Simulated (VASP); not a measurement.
Write the native input for VASP 6.6.1 that does the following.

| Quantity | Value |
| --- | --- |
| Task | single point |
| Functional | PBE |
| Potentials or basis | VASP PAW PBE potentials, release 64 (Si, C) |
| Cutoff | 520 eV |
| k mesh | 10 × 10 × 10 |
| Occupations | gaussian, width 0.02 eV |
| Spin | no spin polarisation |
| Dipole correction | no |
| Further INCAR settings | ALGO = Normal; EDIFF = 1e-06; NBANDS = 11 |

The structure of SiC lies in POSCAR:

```
SiC
1.0
    0.0000000000      2.2005295520      2.2005295520
    2.2005295520      0.0000000000      2.2005295520
    2.2005295520      2.2005295520      0.0000000000
Si C
1 1
Direct
    0.2500000000      0.2500000000      0.2500000000
    0.0000000000      0.0000000000      0.0000000000
```

The input as run:

INCAR

```
PREC = Accurate
ENCUT = 520
EDIFF = 1E-6
ISMEAR = 0
SIGMA = 0.02
LREAL = False
LASPH = True
NELM = 80
ALGO = Normal
ISIF = 2
LWAVE = False
LCHARG = False
GGA = PE
NBANDS = 11
```

KPOINTS

```
Automatic mesh
0
Gamma
  10 10 10
```

Potentials or basis: VASP PAW PBE potentials, release 64 (Si, C).

Run with:

```bash
$ cat potpaw_PBE.64/Si/POTCAR potpaw_PBE.64/C/POTCAR > POTCAR
$ mpirun -np 1 vasp_std > vasp.out
```

Results of the run:

```json
{
  "Pressure": "-3.1 GPa",
  "Band gap on the k mesh": "1.38 eV, indirect (least direct gap 4.51 eV)"
}
```

Wall time 10 s on 1 thread of AMD EPYC 7R43 64-Core Processor (Zen 3) (shared host), peak memory 0.1 GiB.
